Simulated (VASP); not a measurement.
Write the native input for VASP 6.6.1 that does the following.

```
Task                   : single point
Functional             : PBE
Potentials or basis    : VASP PAW PBE potentials, release 64 (Na_pv, Cu, H)
Cutoff                 : 520 eV
k mesh                 : 6 × 6 × 6
Occupations            : gaussian, width 0.1 eV
Spin                   : no spin polarisation
Dipole correction      : no
Further INCAR settings : ALGO = Normal; EDIFF = 1e-07; NBANDS = 25
```

The structure of NaCu2H3 lies in POSCAR:

```
NaCu2H3
1.0
    5.2081865000      0.0000000000      0.0000000000
   -2.6040932500      4.5104218100      0.0000000000
    0.0000000000      0.0000000000      2.8802121200
Na Cu H
1 2 3
Direct
    0.0000000000      0.0000000000      0.0000000000
    0.3333333300      0.6666666700      0.0000000000
    0.6666666700      0.3333333300      0.0000000000
    0.5000000000      0.0000000000      0.5000000000
    0.5000000000      0.5000000000      0.5000000000
    0.0000000000      0.5000000000      0.5000000000
```

The cell was built from a structure type or drawn by symmetry, and may not be a known phase.

These files were run (other wordings do the same):

INCAR

```
SYSTEM = NaCu2H3
  PREC = Accurate
  ENCUT = 520
  EDIFF = 1E-7
  ISMEAR = 0
  SIGMA = 0.1
  LREAL = .False.
  LASPH = .True.
  NELM = 100
  ALGO = Normal
  ISIF = 2
  LWAVE = .False.
  LCHARG = .False.
  GGA = PE
  NBANDS = 25
```

KPOINTS

```
regular mesh
0
Gamma
  6 6 6
  0 0 0
```

Potentials or basis: VASP PAW PBE potentials, release 64 (Na_pv, Cu, H).

Command:

```sh
$ cat potpaw_PBE.64/Na_pv/POTCAR potpaw_PBE.64/Cu/POTCAR potpaw_PBE.64/H/POTCAR > POTCAR
$ mpirun -np 1 vasp_std > vasp.out
```

It gave:

* Pressure: -10.4 GPa
* Band gap on the k mesh: zero (bands 16 and 17 overlap by 0.64 eV)

Caveat: the k points lie up to 0.36 Å⁻¹ apart, too coarse for converged energies and pressures of a metal.

Run time: 72 s on 1 thread of Intel Xeon 8259CL (shared host), peak memory 0.21 GiB.
